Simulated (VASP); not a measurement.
# ScPt (Pm-3m) in VASP: single point with LDA

Aim: the single point of ScPt with LDA.

All numbers are computed with VASP 6.6.1; they aren't measurements. Logs are shortened: lines on timing, memory, paths and dates and some standing lists are left out, and cuts for length are marked.

## Step 1: The cell of the first run

It takes space group Pm-3m (No. 221, cubic). The conventional cell has a = 3.270 Å, b = 3.270 Å, c = 3.270 Å, α = 90.00°, β = 90.00°, γ = 90.00°. Sc (site symmetry m-3m) has 8 Pt at 2.83 Å and 6 Sc at 3.27 Å within 3.7 Å. Pt (site symmetry m-3m) has 8 Sc at 2.83 Å and 6 Pt at 3.27 Å within 3.7 Å.

## Step 2: Single point, LDA

Contents of INCAR:

```
ALGO = Normal
EDIFF = 1E-6
ENCUT = 500
GGA = CA
GGA_COMPAT = False
ISIF = 2
ISMEAR = -1
LASPH = True
LCHARG = True
LELF = True
LREAL = False
LVHAR = True
LWAVE = False
NBANDS = 18
NELM = 120
PREC = Accurate
SIGMA = 0.1
```

Contents of KPOINTS:

```
k-points
0
Gamma
  7 7 7
```

Contents of POSCAR:

```
ScPt
1.0
    3.2700000000      0.0000000000      0.0000000000
    0.0000000000      3.2700000000      0.0000000000
    0.0000000000      0.0000000000      3.2700000000
Sc Pt
1 1
Direct
    0.5000000000      0.5000000000      0.5000000000
    0.0000000000      0.0000000000      0.0000000000
```

Potentials or basis: VASP PAW LDA potentials, release 64 (Sc_sv, Pt).

On the command line:

```sh
cat potpaw_LDA.64/Sc_sv/POTCAR potpaw_LDA.64/Pt/POTCAR > POTCAR
mpirun -np 1 vasp_std > vasp.out
```

OUTCAR:

```text
EDIFF = 1E-6
   ENCUT = 500
   GGA = CA
   ISIF = 2
   ISMEAR = -1
   LASPH = True
   LREAL = False
   NELM = 120
   PREC = Accurate

 ion  position               nearest neighbor table
   1  0.500  0.500  0.500-   2 2.83   2 2.83   2 2.83   2 2.83   2 2.83   2 2.83   2 2.83   2 2.83

   2  0.000  0.000  0.000-   1 2.83   1 2.83   1 2.83   1 2.83   1 2.83   1 2.83   1 2.83   1 2.83

  LATTYP: Found a simple cubic cell.
 ALAT       =     3.2700000000

  Lattice vectors:

 A1 = (   3.2700000000,   0.0000000000,   0.0000000000)
 A2 = (   0.0000000000,   3.2700000000,   0.0000000000)
 A3 = (   0.0000000000,   0.0000000000,   3.2700000000)

Analysis of symmetry for initial positions (statically):
=====================================================================
 Subroutine PRICEL returns:
 Original cell was already a primitive cell.

 Routine SETGRP: Setting up the symmetry group for a
 simple cubic supercell.

 Subroutine GETGRP returns: Found 48 space group operations
 (whereof 48 operations were pure point group operations)
 out of a pool of 48 trial point group operations.

The static configuration has the point symmetry O_h .

Analysis of symmetry for dynamics (positions and initial velocities):
=====================================================================
 Subroutine PRICEL returns:
 Original cell was already a primitive cell.

 Routine SETGRP: Setting up the symmetry group for a
 simple cubic supercell.

 Subroutine GETGRP returns: Found 48 space group operations
 (whereof 48 operations were pure point group operations)
 out of a pool of 48 trial point group operations.

The dynamic configuration has the point symmetry O_h .

 Subroutine INISYM returns: Found 48 space group operations
 (whereof 48 operations are pure point group operations),
 and found     1 'primitive' translations

----------------------------------------------------------------------------------------

                                     Primitive cell

  volume of cell :      34.9658

  direct lattice vectors                    reciprocal lattice vectors
     3.270000000  0.000000000  0.000000000     0.305810398  0.000000000  0.000000000
     0.000000000  3.270000000  0.000000000     0.000000000  0.305810398  0.000000000
     0.000000000  0.000000000  3.270000000     0.000000000  0.000000000  0.305810398

  length of vectors
     3.270000000  3.270000000  3.270000000     0.305810398  0.305810398  0.305810398

  position of ions in fractional coordinates (direct lattice)
     0.500000000  0.500000000  0.500000000
     0.000000000  0.000000000  0.000000000

  ion indices of the primitive-cell ions
   primitive index   ion index
                 1           1
                 2           2

----------------------------------------------------------------------------------------

 KPOINTS: k-points

Automatic generation of k-mesh.
 Grid dimensions read from file:
 generate k-points for:    7    7    7

 Generating k-lattice:

  Cartesian coordinates                     Fractional coordinates (reciprocal lattice)
     0.043687200  0.000000000  0.000000000     0.142857143  0.000000000  0.000000000
     0.000000000  0.043687200  0.000000000     0.000000000  0.142857143  0.000000000
     0.000000000  0.000000000  0.043687200     0.000000000  0.000000000  0.142857143

  Length of vectors
     0.043687200  0.043687200  0.043687200

  Shift w.r.t. Gamma in fractional coordinates (k-lattice)
     0.000000000  0.000000000  0.000000000

 Subroutine IBZKPT returns following result:
 ===========================================

 Found     20 irreducible k-points:

 Following reciprocal coordinates:
            Coordinates               Weight
  0.000000  0.000000  0.000000      1.000000
  0.142857  0.000000  0.000000      6.000000
  0.285714  0.000000  0.000000      6.000000
  0.428571  0.000000  0.000000      6.000000
  0.142857  0.142857  0.000000     12.000000
  0.285714  0.142857  0.000000     24.000000
[... 12 lines left out ...]
  0.428571  0.428571  0.285714     24.000000
  0.428571  0.428571  0.428571      8.000000
   k-points           NKPTS =     20   k-points in BZ     NKDIM =     20   number of bands    NBANDS=     18
   number of dos      NEDOS =    301   number of ions     NIONS =      2
   total plane-waves  NPLWV =  13824
   dimension x,y,z NGX =    24 NGY =   24 NGZ =   24
   dimension x,y,z NGXF=    48 NGYF=   48 NGZF=   48
   ions per type =               1   1
   NGX,Y,Z   is equivalent  to a cutoff of  12.20, 12.20, 12.20 a.u.
   NGXF,Y,Z  is equivalent  to a cutoff of  24.40, 24.40, 24.40 a.u.
 SYSTEM =  unknown system
   PREC   = accura    normal or accurate (medium, high low for compatibility)
   ISTART =      0    job   : 0-new  1-cont  2-samecut
   ICHARG =      2    charge: 1-file 2-atom 10-const
   ISPIN  =      1    spin polarized calculation?
   LNONCOLLINEAR =      F non collinear calculations
   LSORBIT =      F    spin-orbit coupling
   LASPH  =      T    aspherical Exc in radial PAW
   ENCUT  =  500.0 eV  36.75 Ry    6.06 a.u.   5.96  5.96  5.96*2*pi/ulx,y,z
   NELM   =    120;   NELMIN=  2; NELMDL= -5     # of ELM steps
   EDIFF  = 0.1E-05   stopping-criterion for ELM
   LREAL  =      F    real-space projection
   EDIFFG = 0.1E-04   stopping-criterion for IOM
   NSW    =      0    number of steps for IOM
   IBRION =     -1    ionic relax: 0-MD 1-quasi-New 2-CG
   NFREE  =      0    steps in history (QN), initial steepest desc. (CG)
   ISIF   =      2    stress and relaxation
   ISYM   =      2    0-nonsym 1-usesym 2-fastsym
   POTIM  = 0.5000    time-step for ionic-motion
   TEBEG  =    0.0;   TEEND  =   0.0 temperature during run
   PSTRESS=    0.0 pullay stress
   NELECT =      21.0000    total number of electrons
   NUPDOWN=      -1.0000    fix difference up-down
   EMIN   =  10.00;   EMAX   =-10.00  energy-range for DOS
   EFERMI =   0.00;   METHOD = LEGACY
   ISMEAR =    -1;   SIGMA  =   0.10  broadening in eV -4-tet -1-fermi 0-gaus
   EFERMI_NEDOS =   21; number of points for ismear=-14 and -15
   IALGO  =     38    algorithm
   IMIX   =      4    mixing-type and parameters
     AMIX     =   0.40;   BMIX     =  1.00
     AMIX_MAG =   1.60;   BMIX_MAG =  1.00
  volume/ion in A,a.u.               =      17.48       117.98
  Fermi-wavevector in a.u.,A,eV,Ry     =   1.381233  2.610151 25.957245  1.907804
  Thomas-Fermi vector in A             =   2.506036
   LORBIT       =      0    0 simple, 1 ext, 2 COOP (PROOUT), +10 PAW based schemes
   GGA     = CA    functional components
   LHFCALC =     F    Hartree Fock is set to
   AEXX    =    0.0000 exact exchange contribution
   IVDW    =     0    specifies the selected vdW correction
   LEPSILON=     F    determine dielectric tensor
   LRPA    =     F    only Hartree local field effects (RPA)
 non-spin polarized calculation
  energy-cutoff  :      500.00
  volume of cell :       34.97
 maximum number of plane-waves:       903
 NGX is ok and might be reduce to    24
   NGX = 11   NGY = 11   NGZ = 11

 number of electron      20.9999992 magnetization

 Free energy of the ion-electron system (eV)
  ---------------------------------------------------
  ext. energy  EPLUGINS =         0.00000000
  ---------------------------------------------------
  free energy    TOTEN  =       -16.64302307 eV

  energy without entropy =      -16.58268342  energy(sigma->0) =      -16.61285324

 E-fermi :   7.7428     XC(G=0): -12.2358

 val. band max:        7.6743983334   @ k =   0.4286   0.2857   0.2857
 cond. band min:       7.7689937506   @ k =   0.4286   0.4286   0.2857
 fundamental gap:      0.0945954173
 Fermi energy:         7.7427723119

 k-point     1 :       0.0000    0.0000    0.0000
  band No.  band energies     occupation
      1     -41.3379      2.00000
      2     -20.2109      2.00000
      3     -20.2109      2.00000
      4     -20.2109      2.00000
      5      -0.2376      2.00000
      6       2.6225      2.00000
[... 10 lines left out ...]
     17      15.1494      0.00000
     18      15.1494      0.00000

 k-point     2 :       0.1429    0.0000    0.0000
  band No.  band energies     occupation
      1     -41.3333      2.00000
      2     -20.2589      2.00000
      3     -20.2085      2.00000
      4     -20.2085      2.00000
      5       0.1324      2.00000
      6       2.7547      2.00000
[... 10 lines left out ...]
     17      16.2706      0.00000
     18      16.2706      0.00000

 k-point     3 :       0.2857    0.0000    0.0000
  band No.  band energies     occupation
      1     -41.3232      2.00000
      2     -20.3651      2.00000
      3     -20.2033      2.00000
      4     -20.2033      2.00000
      5       1.1098      2.00000
      6       3.0923      2.00000
[... 10 lines left out ...]
     17      18.5760      0.00000
     18      18.5760      0.00000

 k-point     4 :       0.4286    0.0000    0.0000
  band No.  band energies     occupation
      1     -41.3150      2.00000
      2     -20.4488      2.00000
      3     -20.1990      2.00000
      4     -20.1990      2.00000
      5       2.1167      2.00000
      6       3.4232      2.00000
[... 10 lines left out ...]
     17      21.1248      0.00000
     18      21.1425      0.00000

 k-point     5 :       0.1429    0.1429    0.0000
  band No.  band energies     occupation
      1     -41.3290      2.00000
      2     -20.2609      2.00000
      3     -20.2493      2.00000
      4     -20.2057      2.00000
      5       0.4805      2.00000
      6       2.9124      2.00000
[... 10 lines left out ...]
     17      15.0988      0.00000
     18      17.0075      0.00000

 k-point     6 :       0.2857    0.1429    0.0000
  band No.  band energies     occupation
      1     -41.3192      2.00000
      2     -20.3588      2.00000
      3     -20.2463      2.00000
      4     -20.1994      2.00000
      5       1.3788      2.00000
      6       3.2143      2.00000
[... 10 lines left out ...]
     17      16.7396      0.00000
     18      18.8789      0.00000

 k-point     7 :       0.4286    0.1429    0.0000
  band No.  band energies     occupation
      1     -41.3113      2.00000
      2     -20.4398      2.00000
      3     -20.2399      2.00000
      4     -20.1943      2.00000
      5       2.2740      2.00000
      6       3.5318      2.00000
[... 10 lines left out ...]
     17      18.4092      0.00000
     18      20.9120      0.00000

 k-point     8 :       0.2857    0.2857    0.0000
  band No.  band energies     occupation
      1     -41.3102      2.00000
      2     -20.3519      2.00000
      3     -20.3344      2.00000
      4     -20.1906      2.00000
      5       1.9521      2.00000
      6       3.2565      2.00000
[... 10 lines left out ...]
     17      15.1619      0.00000
     18      19.8742      0.00000
[... 145 lines left out ...]
     17      15.6437      0.00000
     18      18.6557      0.00000

 k-point    16 :       0.4286    0.4286    0.1429
  band No.  band energies     occupation
      1     -41.2923      2.00000
      2     -20.4016      2.00000
      3     -20.3990      2.00000
      4     -20.2181      2.00000
      5       2.7492      2.00000
      6       2.8437      2.00000
[... 10 lines left out ...]
     17      14.4148      0.00000
     18      17.2029      0.00000

 k-point    17 :       0.2857    0.2857    0.2857
  band No.  band energies     occupation
      1     -41.2974      2.00000
      2     -20.3314      2.00000
      3     -20.3268      2.00000
      4     -20.3268      2.00000
      5       3.1374      2.00000
      6       3.9484      2.00000
[... 10 lines left out ...]
     17      15.5389      0.00000
     18      15.5389      0.00000

 k-point    18 :       0.4286    0.2857    0.2857
  band No.  band energies     occupation
      1     -41.2903      2.00000
      2     -20.4034      2.00000
      3     -20.3226      2.00000
      4     -20.3176      2.00000
      5       3.2559      2.00000
      6       3.7902      2.00000
[... 10 lines left out ...]
     17      14.7181      0.00000
     18      17.2459      0.00000

 k-point    19 :       0.4286    0.4286    0.2857
  band No.  band energies     occupation
      1     -41.2833      2.00000
      2     -20.3949      2.00000
      3     -20.3943      2.00000
      4     -20.3141      2.00000
      5       3.1903      2.00000
      6       3.7127      2.00000
[... 10 lines left out ...]
     17      14.0843      0.00000
     18      16.9989      0.00000

 k-point    20 :       0.4286    0.4286    0.4286
  band No.  band energies     occupation
      1     -41.2760      2.00000
      2     -20.3905      2.00000
      3     -20.3905      2.00000
      4     -20.3890      2.00000
      5       3.4447      2.00000
      6       3.5841      2.00000
[... 10 lines left out ...]
     17      15.9904      0.00000
     18      15.9904      0.00000

------------------------ aborting loop because EDIFF is reached ----------------------------------------

  FORCE on cell =-STRESS in cart. coord.  units (eV):
  Direction    XX          YY          ZZ          XY          YZ          ZX
  --------------------------------------------------------------------------------------
  -------------------------------------------------------------------------------------
  Total       -0.9763486     -0.9763486     -0.9763486      0.0000000     -0.0000000      0.0000000
  in kB      -44.7375536    -44.7375536    -44.7375536      0.0000000     -0.0000000      0.0000000
  external PRESSURE =     -44.7375536 kB  Pullay stress =       0.0000000 kB

 VOLUME and BASIS-vectors are now :
 -----------------------------------------------------------------------------
  energy-cutoff  :      500.00
  volume of cell :       34.97
      direct lattice vectors                 reciprocal lattice vectors
     3.270000000  0.000000000  0.000000000     0.305810398  0.000000000  0.000000000
     0.000000000  3.270000000  0.000000000     0.000000000  0.305810398  0.000000000
     0.000000000  0.000000000  3.270000000     0.000000000  0.000000000  0.305810398

 POSITION                                       TOTAL-FORCE (eV/Angst)
 -----------------------------------------------------------------------------------
      1.63500      1.63500      1.63500         0.000000      0.000000      0.000000
      0.00000      0.00000      0.00000         0.000000      0.000000      0.000000
 -----------------------------------------------------------------------------------
    total drift:                                0.000000      0.000000     -0.000000

  FREE ENERGIE OF THE ION-ELECTRON SYSTEM (eV)
  ---------------------------------------------------
  free  energy   TOTEN  =       -16.6430230662 eV

  energy  without entropy=      -16.5826834152  energy(sigma->0) =      -16.61285324
```

It took 8 s on 1 thread of Intel Xeon Platinum 8375C at 2.90GHz (Ice Lake), shared host; peak memory 0.13 GiB.

What came out:

| Property | Result |
| --- | --- |
| Free energy | -16.6430 eV |
| Pressure | -4.5 GPa |
| Band gap on the k mesh | zero (an odd number of electrons rules out a gap without spin polarisation) |

Levels at points of the mesh, in eV from the Fermi level:
| k point | band 8 | band 9 | band 10 | band 11 | band 12 | band 13 |
| --- | --- | --- | --- | --- | --- | --- |
| (0.00, 0.00, 0.00) | -2.73 | -2.73 | -2.73 | 1.55 | 1.55 | 3.57 |

Caveat: the cell stands under tension; spin-orbit coupling is left out, which moves the levels of the heavy elements.

The gap in the log of VASP goes by the Fermi energy; the results here count the filled bands.